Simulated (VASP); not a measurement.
Crystal: Sn.

```
Sn
1.0
     0.00000    3.23334    3.23334
     3.23334    0.00000    3.23334
     3.23334    3.23334    0.00000
Sn
2
Cartesian
  4.8500 4.8500 4.8500
  3.2333 3.2333 3.2333
```

This isn't the form of Sn at room conditions, which is tetragonal (white tin).

- Program: VASP 6.6.1
- Task: relaxation of cell and atoms
- Functional: PBE
- Dispersion: D3(BJ)
- Potentials or basis: VASP PAW PBE potentials, release 64 (Sn_d)
- Cutoff: 600 eV
- k mesh: 7 × 7 × 7
- Occupations: fermi-dirac, width 0.05 eV
- Spin: no spin polarisation

At the start: pressure 2.2 GPa; volume 33.80 Å³/atom.

Problem. Where does the relaxation end?

Solution. Over 3 steps the energy falls by 10.9 meV/atom and the volume is 35.49 Å³/atom (+5.0 %); space group Fd-3m (No. 227, to 0.1 Å) before and after.

The path:
```csv
step,energy change (eV),largest force (eV/Å),pressure (GPa),volume (Å³)
1,0.0000,0.0000,2.18,67.61
2,-0.0193,0.0000,-0.63,72.21
3,-0.0218,0.0000,0.00,70.98
```

Final structure:
```
Sn
1.0
     0.00000    3.28619    3.28619
     3.28619    0.00000    3.28619
     3.28619    3.28619    0.00000
Sn
2
Cartesian
  4.9293 4.9293 4.9293
  3.2862 3.2862 3.2862
```
